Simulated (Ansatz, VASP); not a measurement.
## GaP: VASP beside Ansatz

File INCAR:

```
  PREC = Accurate
  ENCUT = 500
  EDIFF = 1E-6
  ISMEAR = 0
  SIGMA = 0.1
  LREAL = F
  LASPH = T
  NELM = 120
  ALGO = Normal
  ISIF = 2
  LWAVE = F
  LCHARG = F
  GGA = PS
  NBANDS = 16
  GGA_COMPAT = F
```

KPOINTS

```
Automatic mesh
0
Gamma
  6 6 6
```

Contents of POSCAR:

```
GaP
1.0
    0.0000000000      2.7349218499      2.7349218499
    2.7349218499      0.0000000000      2.7349218499
    2.7349218499      2.7349218499      0.0000000000
Ga P
1 1
Direct
    0.0000000000      0.0000000000      0.0000000000
    0.2500000000      0.2500000000      0.2500000000
```

Input for Ansatz:

```yaml
crystal:
  lattice:
    - [0.0, 2.7349218499, 2.7349218499]
    - [2.7349218499, 0.0, 2.7349218499]
    - [2.7349218499, 2.7349218499, 0.0]
  atoms:
    - { symbol: Ga, position: [0.0, 0.0, 0.0] }
    - { symbol: P, position: [0.25, 0.25, 0.25] }
basis:
  ecutwfc: 420
kpoints:
  mp_grid: { grid: [6, 6, 6] }
hamiltonian:
  xc: pbesol
scf:
  occupations: { method: gaussian, width: 0.1 }
output:
  forces: true
  stress: true
  eigenvalues: true
```

Alike in both runs: task single point; functional PBEsol; k mesh 6 × 6 × 6; occupations gaussian, width 0.1 eV; no spin polarisation.

|  | VASP | Ansatz |
| --- | --- | --- |
| version | VASP 6.6.1 | Ansatz 0.2.0 |
| potentials or method | VASP PAW PBE potentials, release 64 (Ga_d, P), cutoff 500 eV | scalar-relativistic, plane waves, PAW |
| valence electrons in the cell | 18 | 18 |

|  | VASP | Ansatz | Ansatz less VASP |
| --- | --- | --- | --- |
| gap on the k mesh at the Fermi level (eV) | 1.53 | 1.53 | -0.002 |
| least direct gap on the mesh (eV) | 1.66 | 1.66 | -0.006 |
| pressure (GPa) | -1.5 | -1.4 | +0.09 |

VASP's potentials were made for PBE, not for PBEsol. The functional is the same, so the differences come from potentials, cutoffs and numerics.
